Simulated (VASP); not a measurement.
# Ti5Si in VASP: notebook

The runs below take Ti5Si through single point, with PBE.

Everything below comes from runs of VASP 6.6.1. Logs are shortened: lines on timing, memory, paths and dates and some standing lists are left out, and cuts for length are marked.

### Step 1. The cell of the first run

The structure is tetragonal, space group P4/mmm (No. 123). The conventional cell has a = 6.383 Å, b = 6.383 Å, c = 2.814 Å, α = 90.00°, β = 90.00°, γ = 90.00°. Ti (site symmetry m2m) has 2 Si at 2.64 Å and 8 Ti at 2.68 to 3.22 Å within 3.5 Å. Within 3.5 Å of Ti (site symmetry 4/mmm) lie 10 Ti at 2.68 to 2.81 Å. Si (site symmetry 4/mmm) has 8 Ti at 2.64 Å and 2 Si at 2.81 Å within 3.5 Å.

The cell was generated, and may not be a known phase.

### Step 2. Single point, PBE

Input file INCAR:

```
ALGO     = All            # electronic algorithm
EDIFF    = 1E-6           # SCF threshold, eV
ENCUT    = 550            # plane-wave cutoff, eV
GGA      = PE             # functional
GGA_COMPAT= False        
ISEARCH  = 1            
ISIF     = 2              # what is computed and relaxed
ISMEAR   = 0              # smearing method
KPAR     = 4            
LASPH    = True           # aspherical terms in the spheres
LCHARG   = False          # write CHGCAR
LREAL    = False          # projectors in reciprocal space
LWAVE    = False          # write WAVECAR
NBANDS   = 41             # bands
NELM     = 300            # most SCF steps
PREC     = Accurate       # precision mode
SIGMA    = 0.1            # smearing width, eV
```

Input file KPOINTS:

```
k-points
0
Gamma
  6 6 14
```

Input file POSCAR:

```
Ti5Si
1.0
    6.3828631034      0.0000000000      0.0000000000
    0.0000000000      6.3828631034      0.0000000000
    0.0000000000      0.0000000000      2.8144451787
Ti Si
5 1
Direct
    0.7521424264      0.7521424264      0.5000000000
    0.2478575736      0.2478575736      0.5000000000
    0.2478575736      0.7521424264      0.5000000000
    0.7521424264      0.2478575736      0.5000000000
    0.5000000000      0.5000000000      0.0000000000
    0.0000000000      0.0000000000      0.0000000000
```

Potentials or basis: VASP PAW PBE potentials, release 64 (Ti_sv, Si).

Launch:

```bash
$ cat potpaw_PBE.64/Ti_sv/POTCAR potpaw_PBE.64/Si/POTCAR > POTCAR
$ mpirun -np 4 vasp_std > vasp.out
```

OUTCAR:

```text
EDIFF = 1E-6
   ENCUT = 550
   GGA = PE
   ISIF = 2
   ISMEAR = 0
   LASPH = True
   LREAL = False
   NELM = 300
   PREC = Accurate

 ion  position               nearest neighbor table
   1  0.752  0.752  0.500-   6 2.64   6 2.64   5 2.68   5 2.68
   2  0.248  0.248  0.500-   6 2.64   6 2.64   5 2.68   5 2.68
   3  0.248  0.752  0.500-   6 2.64   6 2.64   5 2.68   5 2.68
   4  0.752  0.248  0.500-   6 2.64   6 2.64   5 2.68   5 2.68
   5  0.500  0.500  0.000-   1 2.68   2 2.68   3 2.68   4 2.68   1 2.68   2 2.68   3 2.68   4 2.68

   6  0.000  0.000  0.000-   1 2.64   2 2.64   3 2.64   4 2.64   1 2.64   2 2.64   3 2.64   4 2.64

  LATTYP: Found a simple tetragonal cell.
 ALAT       =     6.3828631034
 C/A-ratio  =     0.4409377317

  Lattice vectors:

 A1 = (   6.3828631034,   0.0000000000,   0.0000000000)
 A2 = (   0.0000000000,   6.3828631034,   0.0000000000)
 A3 = (   0.0000000000,   0.0000000000,   2.8144451787)

Analysis of symmetry for initial positions (statically):
=====================================================================
 Subroutine PRICEL returns:
 Original cell was already a primitive cell.

 Routine SETGRP: Setting up the symmetry group for a
 simple tetragonal supercell.

 Subroutine GETGRP returns: Found 16 space group operations
 (whereof 16 operations were pure point group operations)
 out of a pool of 16 trial point group operations.

The static configuration has the point symmetry D_4h.

Analysis of symmetry for dynamics (positions and initial velocities):
=====================================================================
 Subroutine PRICEL returns:
 Original cell was already a primitive cell.

 Routine SETGRP: Setting up the symmetry group for a
 simple tetragonal supercell.

 Subroutine GETGRP returns: Found 16 space group operations
 (whereof 16 operations were pure point group operations)
 out of a pool of 16 trial point group operations.

The dynamic configuration has the point symmetry D_4h.

 Subroutine INISYM returns: Found 16 space group operations
 (whereof 16 operations are pure point group operations),
 and found     1 'primitive' translations

----------------------------------------------------------------------------------------

                                     Primitive cell

  volume of cell :     114.6631

  direct lattice vectors                    reciprocal lattice vectors
     6.382863103  0.000000000  0.000000000     0.156669505  0.000000000  0.000000000
     0.000000000  6.382863103  0.000000000     0.000000000  0.156669505  0.000000000
     0.000000000  0.000000000  2.814445179     0.000000000  0.000000000  0.355309817

  length of vectors
     6.382863103  6.382863103  2.814445179     0.156669505  0.156669505  0.355309817

  position of ions in fractional coordinates (direct lattice)
     0.752142426  0.752142426  0.500000000
     0.247857574  0.247857574  0.500000000
     0.247857574  0.752142426  0.500000000
     0.752142426  0.247857574  0.500000000
     0.500000000  0.500000000  0.000000000
     0.000000000  0.000000000  0.000000000

  ion indices of the primitive-cell ions
   primitive index   ion index
                 1           1
                 2           2
                 3           3
                 4           4
                 5           5
                 6           6

----------------------------------------------------------------------------------------

 KPOINTS: k-points

Automatic generation of k-mesh.
 Grid dimensions read from file:
 generate k-points for:    6    6   14

 Generating k-lattice:

  Cartesian coordinates                     Fractional coordinates (reciprocal lattice)
     0.026111584  0.000000000  0.000000000     0.166666667  0.000000000  0.000000000
     0.000000000  0.026111584  0.000000000     0.000000000  0.166666667  0.000000000
     0.000000000  0.000000000  0.025379273     0.000000000  0.000000000  0.071428571

  Length of vectors
     0.026111584  0.026111584  0.025379273

  Shift w.r.t. Gamma in fractional coordinates (k-lattice)
     0.000000000  0.000000000  0.000000000

 Subroutine IBZKPT returns following result:
 ===========================================

 Found     80 irreducible k-points:

 Following reciprocal coordinates:
            Coordinates               Weight
  0.000000  0.000000  0.000000      1.000000
  0.166667  0.000000  0.000000      4.000000
  0.333333  0.000000  0.000000      4.000000
  0.500000  0.000000  0.000000      2.000000
  0.166667  0.166667  0.000000      4.000000
  0.333333  0.166667  0.000000      8.000000
[... 16 lines left out ...]
  0.333333  0.000000  0.142857      8.000000
  0.500000  0.000000  0.142857      4.000000
 [... further k-points ...]
   k-points           NKPTS =     80   k-points in BZ     NKDIM =     80   number of bands    NBANDS=     41
   number of dos      NEDOS =    301   number of ions     NIONS =      6
   total plane-waves  NPLWV =  60000
   dimension x,y,z NGX =    50 NGY =   50 NGZ =   24
   dimension x,y,z NGXF=   100 NGYF=  100 NGZF=   48
   ions per type =               5   1
   NGX,Y,Z   is equivalent  to a cutoff of  13.02, 13.02, 14.18 a.u.
   NGXF,Y,Z  is equivalent  to a cutoff of  26.05, 26.05, 28.35 a.u.
 SYSTEM =  unknown system
   PREC   = accura    normal or accurate (medium, high low for compatibility)
   ISTART =      0    job   : 0-new  1-cont  2-samecut
   ICHARG =      2    charge: 1-file 2-atom 10-const
   ISPIN  =      1    spin polarized calculation?
   LNONCOLLINEAR =      F non collinear calculations
   LSORBIT =      F    spin-orbit coupling
   LASPH  =      T    aspherical Exc in radial PAW
   ENCUT  =  550.0 eV  40.42 Ry    6.36 a.u.  12.21 12.21  5.38*2*pi/ulx,y,z
   NELM   =    300;   NELMIN=  2; NELMDL= -5     # of ELM steps
   EDIFF  = 0.1E-05   stopping-criterion for ELM
   LREAL  =      F    real-space projection
   EDIFFG = 0.1E-04   stopping-criterion for IOM
   NSW    =      0    number of steps for IOM
   IBRION =     -1    ionic relax: 0-MD 1-quasi-New 2-CG
   NFREE  =      0    steps in history (QN), initial steepest desc. (CG)
   ISIF   =      2    stress and relaxation
   ISYM   =      2    0-nonsym 1-usesym 2-fastsym
   POTIM  = 0.5000    time-step for ionic-motion
   TEBEG  =    0.0;   TEEND  =   0.0 temperature during run
   PSTRESS=    0.0 pullay stress
   NELECT =      64.0000    total number of electrons
   NUPDOWN=      -1.0000    fix difference up-down
   EMIN   =  10.00;   EMAX   =-10.00  energy-range for DOS
   EFERMI =   0.00;   METHOD = LEGACY
   ISMEAR =     0;   SIGMA  =   0.10  broadening in eV -4-tet -1-fermi 0-gaus
   EFERMI_NEDOS =   21; number of points for ismear=-14 and -15
   IALGO  =     58    algorithm
   IMIX   =      4    mixing-type and parameters
     AMIX     =   0.40;   BMIX     =  1.00
     AMIX_MAG =   1.60;   BMIX_MAG =  1.00
  volume/ion in A,a.u.               =      19.11       128.96
  Fermi-wavevector in a.u.,A,eV,Ry     =   1.347908  2.547177 24.719821  1.816856
  Thomas-Fermi vector in A             =   2.475620
   LORBIT       =      0    0 simple, 1 ext, 2 COOP (PROOUT), +10 PAW based schemes
   GGA     = PE    functional components
   LHFCALC =     F    Hartree Fock is set to
   AEXX    =    0.0000 exact exchange contribution
   IVDW    =     0    specifies the selected vdW correction
   LEPSILON=     F    determine dielectric tensor
   LRPA    =     F    only Hartree local field effects (RPA)
 non-spin polarized calculation
 Gauss-broadening in eV      SIGMA  =   0.10
  energy-cutoff  :      550.00
  volume of cell :      114.66
 maximum number of plane-waves:      3384
 NGX is ok and might be reduce to    50
   NGX = 25   NGY = 25   NGZ = 11

 number of electron      64.0000003 magnetization

 Free energy of the ion-electron system (eV)
  ---------------------------------------------------
  ext. energy  EPLUGINS =         0.00000000
  ---------------------------------------------------
  free energy    TOTEN  =       -42.93826205 eV

  energy without entropy =      -42.90292025  energy(sigma->0) =      -42.92059115

 E-fermi :   6.9806     XC(G=0): -10.6864

 val. band max:        6.9772591476   @ k =   0.5000   0.0000   0.4286
 cond. band min:       6.9849606270   @ k =   0.5000   0.0000   0.0714
 fundamental gap:      0.0077014794
 Fermi energy:         6.9805883626

 k-point     1 :       0.0000    0.0000    0.0000
  band No.  band energies     occupation
      1     -49.9011      2.00000
      2     -49.8771      2.00000
      3     -49.8771      2.00000
      4     -49.8634      2.00000
      5     -48.9223      2.00000
      6     -26.3179      2.00000
[... 33 lines left out ...]
     40       8.4302      0.00000
     41       9.8281      0.00000

 k-point     2 :       0.1667    0.0000    0.0000
  band No.  band energies     occupation
      1     -49.8997      2.00000
      2     -49.8785      2.00000
      3     -49.8762      2.00000
      4     -49.8643      2.00000
      5     -48.9223      2.00000
      6     -26.3213      2.00000
[... 33 lines left out ...]
     40       8.4933      0.00000
     41       9.3454      0.00000

 k-point     3 :       0.3333    0.0000    0.0000
  band No.  band energies     occupation
      1     -49.8961      2.00000
      2     -49.8821      2.00000
      3     -49.8737      2.00000
      4     -49.8668      2.00000
      5     -48.9222      2.00000
      6     -26.3274      2.00000
[... 33 lines left out ...]
     40       8.6976      0.00000
     41       9.2166      0.00000

 k-point     4 :       0.5000    0.0000    0.0000
  band No.  band energies     occupation
      1     -49.8933      2.00000
      2     -49.8850      2.00000
      3     -49.8710      2.00000
      4     -49.8696      2.00000
      5     -48.9222      2.00000
      6     -26.3303      2.00000
[... 825 lines left out ...]
     40       8.9564      0.00000
     41       9.3687      0.00000

 k-point    23 :       0.3333    0.0000    0.1429
  band No.  band energies     occupation
      1     -49.8833      2.00000
      2     -49.8709      2.00000
      3     -49.8628      2.00000
      4     -49.8559      2.00000
      5     -48.9126      2.00000
      6     -26.3044      2.00000
[... 33 lines left out ...]
     40       8.8019      0.00000
     41       8.9014      0.00000

 k-point    24 :       0.5000    0.0000    0.1429
  band No.  band energies     occupation
      1     -49.8804      2.00000
      2     -49.8738      2.00000
      3     -49.8600      2.00000
      4     -49.8586      2.00000
      5     -48.9126      2.00000
      6     -26.3067      2.00000
[... 33 lines left out ...]
     40       8.7067      0.00000
     41       8.9140      0.00000

 [... further k-points ...]

------------------------ aborting loop because EDIFF is reached ----------------------------------------

  FORCE on cell =-STRESS in cart. coord.  units (eV):
  Direction    XX          YY          ZZ          XY          YZ          ZX
  --------------------------------------------------------------------------------------
  -------------------------------------------------------------------------------------
  Total       -0.1181716     -0.1181716     -0.1339837      0.0000000      0.0000000      0.0000000
  in kB       -1.6511999     -1.6511999     -1.8721416      0.0000000      0.0000000      0.0000000
  external PRESSURE =      -1.7248472 kB  Pullay stress =       0.0000000 kB

 VOLUME and BASIS-vectors are now :
 -----------------------------------------------------------------------------
  energy-cutoff  :      550.00
  volume of cell :      114.66
      direct lattice vectors                 reciprocal lattice vectors
     6.382863103  0.000000000  0.000000000     0.156669505  0.000000000  0.000000000
     0.000000000  6.382863103  0.000000000     0.000000000  0.156669505  0.000000000
     0.000000000  0.000000000  2.814445179     0.000000000  0.000000000  0.355309817

 POSITION                                       TOTAL-FORCE (eV/Angst)
 -----------------------------------------------------------------------------------
      4.80082      4.80082      1.40722        -0.007979     -0.007979      0.000000
      1.58204      1.58204      1.40722         0.007979      0.007979      0.000000
      1.58204      4.80082      1.40722         0.007979     -0.007979     -0.000000
      4.80082      1.58204      1.40722        -0.007979      0.007979      0.000000
      3.19143      3.19143      0.00000         0.000000      0.000000      0.000000
      0.00000      0.00000      0.00000         0.000000      0.000000      0.000000
 -----------------------------------------------------------------------------------
    total drift:                                0.000000     -0.000000     -0.000000

  FREE ENERGIE OF THE ION-ELECTRON SYSTEM (eV)
  ---------------------------------------------------
  free  energy   TOTEN  =       -42.9382620494 eV

  energy  without entropy=      -42.9029220187  energy(sigma->0) =      -42.92059203
```

Run time: 2.1 min. Hardware: 4 MPI ranks of Intel Xeon Platinum 8488C (Sapphire Rapids), shared host; peak memory 0.78 GiB.

What came out:

| Quantity | Value |
| --- | --- |
| Free energy | -42.9383 eV |
| Pressure | -0.2 GPa |
| Largest force | 0.011 eV/Å |
| Band gap on the k mesh | zero (bands 32 and 33 overlap by 0.81 eV) |

Forces on the atoms (eV/Å):
```
Ti  -0.008 -0.008  0.000
Ti   0.008  0.008  0.000
Ti   0.008 -0.008  0.000
Ti  -0.008  0.008  0.000
Ti   0.000  0.000  0.000
Si   0.000  0.000  0.000
```

### Step 3. Single point, PBE

Input file INCAR:

```
SYSTEM = Ti5Si
PREC = Accurate ; ENCUT = 550
EDIFF = 1E-6 ; ISMEAR = 0
SIGMA = 0.1 ; LREAL = .False.
LASPH = .True. ; NELM = 300
ALGO = All ; ISIF = 2
LWAVE = .False. ; LCHARG = .False.
GGA = PE ; NBANDS = 41
GGA_COMPAT = .False. ; ISEARCH = 1
KPAR = 4
```

Input file KPOINTS:

```
regular mesh
0
Gamma
  4 4 6
  0 0 0
```

Input file POSCAR:

```
Ti5Si
1.0
    6.3812874833      0.0000000000      0.0000000000
    0.0000000000      6.3812874833      0.0000000000
    0.0000000000      0.0000000000      2.8166829929
Ti Si
5 1
Direct
    0.7531761705      0.7531761705     -0.0484144647
    0.2468238295      0.2468238295     -0.0484144647
    0.2468238295      0.7531761705     -0.0484144647
    0.7531761705      0.2468238295     -0.0484144647
    0.5000000000      0.5000000000      0.4514592073
    0.0000000000      0.0000000000      0.4516489817
```

Potentials or basis: VASP PAW PBE potentials, release 64 (Ti_sv, Si).

Launch:

```bash
$ cat potpaw_PBE.64/Ti_sv/POTCAR potpaw_PBE.64/Si/POTCAR > POTCAR
$ mpirun -np 4 vasp_std > vasp.out
```

Run time: 90 s. Hardware: 4 MPI ranks of AMD EPYC 7R13 (Zen 3), shared host; peak memory 0.35 GiB.

Results (log left out):

```
Free energy            : -42.9124 eV
Pressure               : -0.1 GPa
Largest force          : 0.027 eV/Å
Band gap on the k mesh : zero (bands 32 and 33 overlap by 0.78 eV)
```

Forces on the atoms (eV/Å):
```
Ti  -0.019 -0.019  0.000
Ti   0.019  0.019  0.000
Ti   0.019 -0.019  0.000
Ti  -0.019  0.019  0.000
Ti   0.000  0.000  0.002
Si   0.000  0.000 -0.001
```

Stress tensor (GPa, compression positive):
```
-0.19  0.00  0.00
 0.00 -0.19  0.00
 0.00  0.00  0.17
```

Levels at points of the mesh, in eV from the Fermi level:
| k point | band 30 | band 31 | band 32 | band 33 | band 34 | band 35 |
| --- | --- | --- | --- | --- | --- | --- |
| (0.00, 0.00, 0.00) | -0.56 | -0.56 | 0.17 | 0.17 | 1.15 | 1.15 |
| (0.50, 0.00, 0.00) | -0.73 | -0.72 | -0.44 | 0.07 | 0.85 | 0.88 |
| (0.50, 0.50, 0.00) | -0.48 | -0.48 | -0.44 | 0.42 | 0.42 | 0.56 |
| (0.00, 0.00, 0.50) | -0.36 | -0.04 | 0.62 | 0.62 | 0.70 | 0.93 |
| (0.50, 0.00, 0.50) | -0.24 | 0.05 | 0.11 | 0.39 | 0.46 | 0.49 |
| (0.50, 0.50, 0.50) | -0.51 | -0.19 | -0.16 | -0.07 | 0.38 | 0.38 |

Caveat: the k points lie up to 0.37 Å⁻¹ apart, too coarse for converged energies and pressures of a metal.
